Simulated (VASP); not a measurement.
# Zn (I4/mmm) in VASP: a series of runs

The runs below take Zn through single point, with PBE.

Everything below comes from runs of VASP 6.6.1. Logs are shortened: lines on timing, memory, paths and dates and some standing lists are left out, and cuts for length are marked.

## 1. The cell of the first run

Symmetry: I4/mmm, No. 139, tetragonal system. The conventional cell has a = 2.848 Å, b = 2.848 Å, c = 3.930 Å, α = 90.00°, β = 90.00°, γ = 90.00°. Zn (site symmetry 4/mmm) has 12 Zn at 2.81 to 2.85 Å within 3.7 Å.

## 2. Single point, PBE (strain +0.025 along x and y, +0.000 along z)

The input, INCAR:

```
SYSTEM = Zn
  PREC = Accurate
  ENCUT = 520
  EDIFF = 1E-6
  ISMEAR = 0
  SIGMA = 0.15
  LREAL = .False.
  LASPH = .True.
  NELM = 100
  ALGO = Normal
  ISIF = 2
  LWAVE = .False.
  LCHARG = .False.
  GGA = PE
  NBANDS = 12
```

The input, KPOINTS:

```
regular mesh
0
Gamma
  20 20 20
  0 0 0
```

The input, POSCAR:

```
Zn
1.0
    0.0000000000      2.0138954000      1.9647760000
    2.0138954000      0.0000000000      1.9647760000
    2.0138954000      2.0138954000      0.0000000000
Zn
1
Direct
    0.0000000000      0.0000000000      0.0000000000
```

Potentials or basis: VASP PAW PBE potentials, release 64 (Zn).

On the command line:

```sh
$ cat potpaw_PBE.64/Zn/POTCAR > POTCAR
$ mpirun -np 1 vasp_std > vasp.out
```

OUTCAR:

```text
SYSTEM = Zn
   PREC = Accurate
   ENCUT = 520
   EDIFF = 1E-6
   ISMEAR = 0
   LREAL = .False.
   LASPH = .True.
   NELM = 100
   ISIF = 2
   GGA = PE

 ion  position               nearest neighbor table
   1  0.000  0.000  0.000-

  LATTYP: Found a body centered tetragonal cell.
 ALAT       =     2.8480781879
 C/A-ratio  =     1.3797205487

  Lattice vectors:

 A1 = (   0.0000000000,  -2.0138954000,  -1.9647760000)
 A2 = (   0.0000000000,   2.0138954000,  -1.9647760000)
 A3 = (   2.0138954000,   0.0000000000,   1.9647760000)

Analysis of symmetry for initial positions (statically):
=====================================================================
 Subroutine PRICEL returns:
 Original cell was already a primitive cell.

 Routine SETGRP: Setting up the symmetry group for a
 body centered tetragonal supercell.

 Subroutine GETGRP returns: Found 16 space group operations
 (whereof 16 operations were pure point group operations)
 out of a pool of 16 trial point group operations.

The static configuration has the point symmetry D_4h.

Analysis of symmetry for dynamics (positions and initial velocities):
=====================================================================
 Subroutine PRICEL returns:
 Original cell was already a primitive cell.

 Routine SETGRP: Setting up the symmetry group for a
 body centered tetragonal supercell.

 Subroutine GETGRP returns: Found 16 space group operations
 (whereof 16 operations were pure point group operations)
 out of a pool of 16 trial point group operations.

The dynamic configuration has the point symmetry D_4h.

 Subroutine INISYM returns: Found 16 space group operations
 (whereof 16 operations are pure point group operations),
 and found     1 'primitive' translations

----------------------------------------------------------------------------------------

                                     Primitive cell

  volume of cell :      15.9374

  direct lattice vectors                    reciprocal lattice vectors
     0.000000000  2.013895400  1.964776000    -0.248275059  0.248275059  0.254481936
     2.013895400  0.000000000  1.964776000     0.248275059 -0.248275059  0.254481936
     2.013895400  2.013895400  0.000000000     0.248275059  0.248275059 -0.254481936

  length of vectors
     2.813559918  2.813559918  2.848078188     0.433638174  0.433638174  0.433638174

  position of ions in fractional coordinates (direct lattice)
     0.000000000  0.000000000  0.000000000

  ion indices of the primitive-cell ions
   primitive index   ion index
                 1           1

----------------------------------------------------------------------------------------

 KPOINTS: regular mesh

Automatic generation of k-mesh.
 Grid dimensions read from file:
 generate k-points for:   20   20   20

 Generating k-lattice:

  Cartesian coordinates                     Fractional coordinates (reciprocal lattice)
    -0.012413753  0.012413753  0.012724097     0.050000000  0.000000000  0.000000000
     0.012413753 -0.012413753  0.012724097     0.000000000  0.050000000  0.000000000
     0.012413753  0.012413753 -0.012724097     0.000000000  0.000000000  0.050000000

  Length of vectors
     0.021681909  0.021681909  0.021681909

  Shift w.r.t. Gamma in fractional coordinates (k-lattice)
     0.000000000  0.000000000  0.000000000

 Subroutine IBZKPT returns following result:
 ===========================================

 Found    641 irreducible k-points:

 Following reciprocal coordinates:
            Coordinates               Weight
  0.000000  0.000000  0.000000      1.000000
  0.050000  0.000000  0.000000      8.000000
  0.100000  0.000000  0.000000      8.000000
  0.150000  0.000000  0.000000      8.000000
  0.200000  0.000000  0.000000      8.000000
  0.250000  0.000000  0.000000      8.000000
[... 16 lines left out ...]
 -0.400000  0.050000  0.000000      8.000000
 -0.350000  0.050000  0.000000      8.000000
 [... further k-points ...]
   k-points           NKPTS =    641   k-points in BZ     NKDIM =    641   number of bands    NBANDS=     12
   number of dos      NEDOS =    301   number of ions     NIONS =      1
   total plane-waves  NPLWV =  13824
   dimension x,y,z NGX =    24 NGY =   24 NGZ =   24
   dimension x,y,z NGXF=    48 NGYF=   48 NGZF=   48
   ions per type =               1
   NGX,Y,Z   is equivalent  to a cutoff of  14.18, 14.18, 14.01 a.u.
   NGXF,Y,Z  is equivalent  to a cutoff of  28.36, 28.36, 28.02 a.u.
 SYSTEM =  Zn
   PREC   = accura    normal or accurate (medium, high low for compatibility)
   ISTART =      0    job   : 0-new  1-cont  2-samecut
   ICHARG =      2    charge: 1-file 2-atom 10-const
   ISPIN  =      1    spin polarized calculation?
   LNONCOLLINEAR =      F non collinear calculations
   LSORBIT =      F    spin-orbit coupling
   LASPH  =      T    aspherical Exc in radial PAW
   ENCUT  =  520.0 eV  38.22 Ry    6.18 a.u.   5.23  5.23  5.30*2*pi/ulx,y,z
   NELM   =    100;   NELMIN=  2; NELMDL= -5     # of ELM steps
   EDIFF  = 0.1E-05   stopping-criterion for ELM
   LREAL  =      F    real-space projection
   EDIFFG = 0.1E-04   stopping-criterion for IOM
   NSW    =      0    number of steps for IOM
   IBRION =     -1    ionic relax: 0-MD 1-quasi-New 2-CG
   NFREE  =      0    steps in history (QN), initial steepest desc. (CG)
   ISIF   =      2    stress and relaxation
   ISYM   =      2    0-nonsym 1-usesym 2-fastsym
   POTIM  = 0.5000    time-step for ionic-motion
   TEBEG  =    0.0;   TEEND  =   0.0 temperature during run
   PSTRESS=    0.0 pullay stress
   NELECT =      12.0000    total number of electrons
   NUPDOWN=      -1.0000    fix difference up-down
   EMIN   =  10.00;   EMAX   =-10.00  energy-range for DOS
   EFERMI =   0.00;   METHOD = LEGACY
   ISMEAR =     0;   SIGMA  =   0.15  broadening in eV -4-tet -1-fermi 0-gaus
   EFERMI_NEDOS =   21; number of points for ismear=-14 and -15
   IALGO  =     38    algorithm
   IMIX   =      4    mixing-type and parameters
     AMIX     =   0.40;   BMIX     =  1.00
     AMIX_MAG =   1.60;   BMIX_MAG =  1.00
  volume/ion in A,a.u.               =      15.94       107.55
  Fermi-wavevector in a.u.,A,eV,Ry     =   1.489348  2.814460 30.179879  2.218159
  Thomas-Fermi vector in A             =   2.602268
   LORBIT       =      0    0 simple, 1 ext, 2 COOP (PROOUT), +10 PAW based schemes
   GGA     = PE    functional components
   LHFCALC =     F    Hartree Fock is set to
   AEXX    =    0.0000 exact exchange contribution
   IVDW    =     0    specifies the selected vdW correction
   LEPSILON=     F    determine dielectric tensor
   LRPA    =     F    only Hartree local field effects (RPA)
 non-spin polarized calculation
 Gauss-broadening in eV      SIGMA  =   0.15
  energy-cutoff  :      520.00
  volume of cell :       15.94
 maximum number of plane-waves:       444
 NGX is ok and might be reduce to    24
   NGX = 11   NGY = 11   NGZ = 11

 number of electron      11.9999991 magnetization

 Free energy of the ion-electron system (eV)
  ---------------------------------------------------
  ext. energy  EPLUGINS =         0.00000000
  ---------------------------------------------------
  free energy    TOTEN  =        -1.08065512 eV

  energy without entropy =       -1.07768101  energy(sigma->0) =       -1.07916807

 E-fermi :   2.7436     XC(G=0): -11.3205

 val. band max:        2.7273476820   @ k =  -0.3500   0.3500   0.0000
 cond. band min:       2.7476796909   @ k =  -0.3500   0.1500   0.4000
 fundamental gap:      0.0203320089
 Fermi energy:         2.7436152090

 k-point     1 :       0.0000    0.0000    0.0000
  band No.  band energies     occupation
      1      -7.2263      2.00000
      2      -4.7735      2.00000
      3      -4.7735      2.00000
      4      -4.7162      2.00000
      5      -4.4359      2.00000
      6      -4.3847      2.00000
      7      20.2845      0.00000
      8      20.3638      0.00000
      9      20.3638      0.00000
     10      21.2736      0.00000
     11      23.1745      0.00000
     12      23.1748      0.00000

 k-point     2 :       0.0500    0.0000    0.0000
  band No.  band energies     occupation
      1      -7.1533      2.00000
      2      -4.7747      2.00000
      3      -4.7654      2.00000
      4      -4.7128      2.00000
      5      -4.4376      2.00000
      6      -4.3876      2.00000
      7      18.9735      0.00000
      8      20.0917      0.00000
      9      20.1017      0.00000
     10      21.0280      0.00000
     11      23.5431      0.00000
     12      23.5561      0.00000

 k-point     3 :       0.1000    0.0000    0.0000
  band No.  band energies     occupation
      1      -6.9368      2.00000
      2      -4.7812      2.00000
      3      -4.7440      2.00000
      4      -4.6984      2.00000
      5      -4.4404      2.00000
      6      -4.3941      2.00000
      7      16.6500      0.00000
      8      19.5567      0.00000
      9      19.6223      0.00000
     10      20.9140      0.00000
     11      24.3718      0.00000
     12      24.4512      0.00000
[... 286 lines left out ...]
 k-point    23 :      -0.4000    0.0500    0.0000
  band No.  band energies     occupation
      1      -5.3756      2.00000
      2      -4.7601      2.00000
      3      -4.7258      2.00000
      4      -4.2101      2.00000
      5      -4.1937      2.00000
      6      -1.6269      2.00000
      7       3.5171      0.00000
      8      16.5900      0.00000
      9      17.3539      0.00000
     10      19.3267      0.00000
     11      21.1811      0.00000
     12      22.4825      0.00000

 k-point    24 :      -0.3500    0.0500    0.0000
  band No.  band energies     occupation
      1      -5.3705      2.00000
      2      -4.7420      2.00000
      3      -4.7062      2.00000
      4      -4.2531      2.00000
      5      -4.2520      2.00000
      6      -2.7437      2.00000
      7       5.2786      0.00000
      8      16.4790      0.00000
      9      17.8399      0.00000
     10      19.7220      0.00000
     11      21.3400      0.00000
     12      22.5790      0.00000

 [... further k-points ...]

------------------------ aborting loop because EDIFF is reached ----------------------------------------

  FORCE on cell =-STRESS in cart. coord.  units (eV):
  Direction    XX          YY          ZZ          XY          YZ          ZX
  --------------------------------------------------------------------------------------
  -------------------------------------------------------------------------------------
  Total       -0.3210420     -0.3210420     -0.1631984      0.0000000      0.0000000     -0.0000000
  in kB      -32.2742044    -32.2742044    -16.4062585      0.0000000      0.0000000     -0.0000000
  external PRESSURE =     -26.9848891 kB  Pullay stress =       0.0000000 kB

 VOLUME and BASIS-vectors are now :
 -----------------------------------------------------------------------------
  energy-cutoff  :      520.00
  volume of cell :       15.94
      direct lattice vectors                 reciprocal lattice vectors
     0.000000000  2.013895400  1.964776000    -0.248275059  0.248275059  0.254481936
     2.013895400  0.000000000  1.964776000     0.248275059 -0.248275059  0.254481936
     2.013895400  2.013895400  0.000000000     0.248275059  0.248275059 -0.254481936

 POSITION                                       TOTAL-FORCE (eV/Angst)
 -----------------------------------------------------------------------------------
      0.00000      0.00000      0.00000         0.000000     -0.000000      0.000000
 -----------------------------------------------------------------------------------
    total drift:                               -0.000000      0.000000      0.000000

  FREE ENERGIE OF THE ION-ELECTRON SYSTEM (eV)
  ---------------------------------------------------
  free  energy   TOTEN  =        -1.0806551249 eV

  energy  without entropy=       -1.0776810106  energy(sigma->0) =       -1.07916807
```

Run time: 2 min. Hardware: 1 thread of Intel Xeon 8259CL, shared host; peak memory 0.23 GiB.

Results:

```
Free energy            : -1.0807 eV
Pressure               : -2.7 GPa
Band gap on the k mesh : zero (bands 6 and 7 overlap by 3.66 eV)
```

Caveat: the cell differs from its parent crystal (strain +0.025 along x and y, +0.000 along z).

## 3. Single point, PBE (strain +0.025 along x and y, +0.050 along z)

The input, INCAR:

```
SYSTEM = Zn
PREC = Accurate
ENCUT = 520
EDIFF = 1E-7
ISMEAR = 0
SIGMA = 0.15
LREAL = .FALSE.
LASPH = .TRUE.
NELM = 60
ALGO = Normal
ISIF = 2
LWAVE = .FALSE.
LCHARG = .FALSE.
GGA = PE
NBANDS = 12
```

The input, KPOINTS:

```
Automatic mesh
0
G
  20 20 20
  0 0 0
```

The input, POSCAR:

```
Zn
1.0
    0.0000000000      2.0138954000      2.0630148000
    2.0138954000      0.0000000000      2.0630148000
    2.0138954000      2.0138954000      0.0000000000
Zn
1
Direct
    0.0000000000      0.0000000000      0.0000000000
```

Potentials or basis: VASP PAW PBE potentials, release 64 (Zn).

On the command line:

```sh
$ cat potpaw_PBE.64/Zn/POTCAR > POTCAR
$ mpirun -np 1 vasp_std > vasp.out
```

OUTCAR:

```text
SYSTEM = Zn
   PREC = Accurate
   ENCUT = 520
   EDIFF = 1E-7
   ISMEAR = 0
   LREAL = .FALSE.
   LASPH = .TRUE.
   NELM = 60
   ISIF = 2
   GGA = PE

 ion  position               nearest neighbor table
   1  0.000  0.000  0.000-

  LATTYP: Found a body centered tetragonal cell.
 ALAT       =     2.8480781879
 C/A-ratio  =     1.4487065761

  Lattice vectors:

 A1 = (  -2.0138954000,   0.0000000000,   2.0630148000)
 A2 = (   2.0138954000,   0.0000000000,   2.0630148000)
 A3 = (   0.0000000000,   2.0138954000,  -2.0630148000)
[... 540 lines left out ...]

 [... further k-points ...]

------------------------ aborting loop because EDIFF is reached ----------------------------------------

  FORCE on cell =-STRESS in cart. coord.  units (eV):
  Direction    XX          YY          ZZ          XY          YZ          ZX
  --------------------------------------------------------------------------------------
  -------------------------------------------------------------------------------------
  Total       -0.4758734     -0.4758734     -0.6379300      0.0000000     -0.0000000     -0.0000000
  in kB      -45.5612776    -45.5612776    -61.0769627      0.0000000     -0.0000000     -0.0000000
  external PRESSURE =     -50.7331727 kB  Pullay stress =       0.0000000 kB

 VOLUME and BASIS-vectors are now :
 -----------------------------------------------------------------------------
  energy-cutoff  :      520.00
  volume of cell :       16.73
      direct lattice vectors                 reciprocal lattice vectors
     0.000000000  2.013895400  2.063014800    -0.248275059  0.248275059  0.242363748
     2.013895400  0.000000000  2.063014800     0.248275059 -0.248275059  0.242363748
     2.013895400  2.013895400  0.000000000     0.248275059  0.248275059 -0.242363748

 POSITION                                       TOTAL-FORCE (eV/Angst)
 -----------------------------------------------------------------------------------
      0.00000      0.00000      0.00000         0.000000      0.000000      0.000000
 -----------------------------------------------------------------------------------
    total drift:                               -0.000000      0.000000     -0.000000

  FREE ENERGIE OF THE ION-ELECTRON SYSTEM (eV)
  ---------------------------------------------------
  free  energy   TOTEN  =        -1.0606128977 eV

  energy  without entropy=       -1.0573945530  energy(sigma->0) =       -1.05900373
```

OSZICAR:

```text
N       E                     dE             d eps       ncg     rms          rms(c)
DAV:   1     0.421451409979E+02    0.42145E+02   -0.66059E+03 15776   0.153E+03
DAV:   2     0.181718906865E+00   -0.41963E+02   -0.39352E+02 15964   0.210E+02
DAV:   3    -0.113300085789E+01   -0.13147E+01   -0.13127E+01 17976   0.371E+01
DAV:   4    -0.113622981873E+01   -0.32290E-02   -0.32288E-02 17152   0.180E+00
DAV:   5    -0.113623261167E+01   -0.27929E-05   -0.27927E-05 17856   0.518E-02    0.222E+00
DAV:   6    -0.106514947318E+01    0.71083E-01   -0.37888E-01 18544   0.122E+01    0.179E+00
DAV:   7    -0.106203160446E+01    0.31179E-02   -0.71066E-03 16572   0.160E+00    0.899E-01
DAV:   8    -0.106059813032E+01    0.14335E-02   -0.11137E-03 18548   0.457E-01    0.412E-02
DAV:   9    -0.106061196415E+01   -0.13834E-04   -0.71173E-05 19496   0.981E-02    0.192E-02
DAV:  10    -0.106061310023E+01   -0.11361E-05   -0.32318E-06 17408   0.256E-02    0.134E-03
DAV:  11    -0.106061297967E+01    0.12056E-06   -0.71230E-08 12332   0.496E-03    0.492E-04
DAV:  12    -0.106061289775E+01    0.81920E-07   -0.11057E-08  8720   0.120E-03
   1 F= -.10606129E+01 E0= -.10590037E+01  d E =-.321834E-02
```

stdout:

```text
POSCAR found type information on POSCAR Zn
 POSCAR found :  1 types and       1 ions
 scaLAPACK will be used
 LDA part: xc-table for (Slater+PW92), standard interpolation
 POSCAR, INCAR and KPOINTS ok, starting setup
 FFT: planning ... GRIDC
 FFT: planning ... GRID_SOFT
 FFT: planning ... GRID
 WAVECAR not read
 entering main loop
```

Run time: 2.1 min. Hardware: 1 thread of Intel Xeon 8259CL, shared host; peak memory 0.24 GiB.

Results:

```
Free energy            : -1.0606 eV
Pressure               : -5.1 GPa
Band gap on the k mesh : zero (bands 6 and 7 overlap by 3.75 eV)
```

Stress tensor (GPa, compression positive):
```
-4.56  0.00  0.00
 0.00 -4.56  0.00
 0.00  0.00 -6.11
```

Caveat: the cell differs from its parent crystal (strain +0.025 along x and y, +0.050 along z); the cell stands under tension.

The gap in the log of VASP goes by the Fermi energy; the results here count the filled bands.